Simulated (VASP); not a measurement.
Ag2I:

```
CELL_PARAMETERS angstrom
0.00000 3.41823 3.41823
3.41823 0.00000 3.41823
3.41823 3.41823 0.00000
ATOMIC_POSITIONS crystal
Ag 0.25000 0.25000 0.25000
Ag 0.75000 0.75000 0.75000
I 0.00000 0.00000 0.00000
```

| Property | Result |
| --- | --- |
| Program | VASP 6.6.1 |
| Task | relaxation of cell and atoms |
| Functional | PBE |
| Potentials or basis | VASP PAW PBE potentials, release 64 (Ag, I) |
| Cutoff | 600 eV |
| k mesh | 12 × 12 × 12 |
| Occupations | gaussian, width 0.1 eV |
| Spin | no spin polarisation |

At the start: pressure 3.5 GPa; volume 26.63 Å³/atom.

Q: How do energy, volume and symmetry change on relaxing?

A: Over 3 steps the energy falls by 25.6 meV/atom and the volume is 29.20 Å³/atom (+9.7 %); space group Fm-3m (No. 225, to 0.05 Å).

The path:
| step | energy change (eV) | largest force (eV/Å) | pressure (GPa) | volume (Å³) |
| --- | --- | --- | --- | --- |
| 1 | 0.0000 | 0.0000 | 3.54 | 79.88 |
| 2 | -0.0762 | 0.0000 | 0.24 | 86.87 |
| 3 | -0.0767 | 0.0000 | -0.01 | 87.59 |

Final structure:
```
CELL_PARAMETERS angstrom
0.00000 3.52490 3.52490
3.52490 0.00000 3.52490
3.52490 3.52490 0.00000
ATOMIC_POSITIONS crystal
Ag 0.25000 0.25000 0.25000
Ag 0.75000 0.75000 0.75000
I 0.00000 0.00000 0.00000
```

Caveat: an odd number of electrons without spin polarisation forces a metal; a magnetic or distorted state may lie lower.
